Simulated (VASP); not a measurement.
Crystal: BiP (zincblende type).

```xyz
2
Lattice="0.0000 3.2519 3.2519 3.2519 0.0000 3.2519 3.2519 3.2519 0.0000" Properties=species:S:1:pos:R:3 pbc="T T T"
Bi    0.0000    0.0000    0.0000
P     1.6260    1.6260    1.6260
```

Base run:

- Program: VASP 6.6.1
- Functional: PBE
- Potentials or basis: VASP PAW PBE potentials, release 64 (Bi_d, P)
- Cutoff: 520 eV
- k mesh: 13 × 13 × 13
- Occupations: fermi-dirac, width 0.05 eV
- Spin: no spin polarisation

Its results: band gap on the k mesh zero (band 10 reaches 4.48 eV, above the bottom of band 11 at 3.85 eV); pressure -0.1 GPa.

**Question.** After a change of settings the same cell gave: band gap on the k mesh 0.40 eV, direct; pressure -1.6 GPa. Which change was it?
A. k mesh from 13 × 13 × 13 to 4 × 4 × 4
B. k mesh from 13 × 13 × 13 to 4 × 4 × 4; further incar settings from ALGO = Normal; EDIFF = 1e-08; NBANDS = 17 to ALGO = Normal; EDIFF = 1e-07; NBANDS = 17
C. k mesh from 13 × 13 × 13 to 7 × 7 × 7; further incar settings from ALGO = Normal; EDIFF = 1e-08; NBANDS = 17 to ALGO = Normal; EDIFF = 1e-07; NBANDS = 17
D. k mesh from 13 × 13 × 13 to 3 × 3 × 3

**Answer.** D.

Caveats: some runs use coarse meshes; spin-orbit coupling is left out, which moves the levels of the heavy elements.
